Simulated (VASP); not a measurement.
Here is a VASP 6.6.1 calculation.

Contents of INCAR:

```
  PREC = Accurate
  ENCUT = 600
  EDIFF = 1E-7
  ISMEAR = 0
  SIGMA = 0.1
  LREAL = F
  LASPH = T
  NELM = 120
  ALGO = Normal
  ISIF = 3
  LWAVE = F
  LCHARG = F
  GGA = PE
  IBRION = 2
  NSW = 90
  EDIFFG = -0.04
  GGA_COMPAT = F
  NELMIN = 4
```

KPOINTS

```
regular mesh
0
Gamma
  6 6 6
```

Contents of POSCAR:

```
SiC4
1.0
   -2.5326690600      2.5326690600      2.5326690600
    2.5326690600     -2.5326690600      2.5326690600
    2.5326690600      2.5326690600     -2.5326690600
Si C
1 4
Direct
    0.0000000000      0.0000000000      0.0000000000
    0.0000000000      0.0000000000      0.5000000000
    0.0000000000      0.5000000000      0.0000000000
    0.5000000000      0.0000000000      0.0000000000
    0.5000000000      0.5000000000      0.5000000000
```

Potentials or basis: VASP PAW PBE potentials, release 64 (Si, C).

Run with:

```console
$ cat potpaw_PBE.64/Si/POTCAR potpaw_PBE.64/C/POTCAR > POTCAR
$ mpirun -np 1 vasp_std > vasp.out
```

Task: Estimate the relaxed volume.

Result: 8.42 Å³/atom.

Task: Estimate the relaxed cell.

Result: a = 3.796 Å, b = 3.796 Å, c = 3.796 Å, α = 109.47°, β = 109.47°, γ = 109.47°.

Final structure:
```
Si C
1.0
    -2.19165    2.19165    2.19165
     2.19165   -2.19165    2.19165
     2.19165    2.19165   -2.19165
Si C
1 4
Direct
  0.00000 0.00000 0.00000
  0.00000 0.00000 0.50000
  0.00000 0.50000 0.00000
  0.50000 0.00000 0.00000
  0.50000 0.50000 0.50000
```

Caveat: the volume moved by over 15 % at a fixed basis, so the end points are rough.
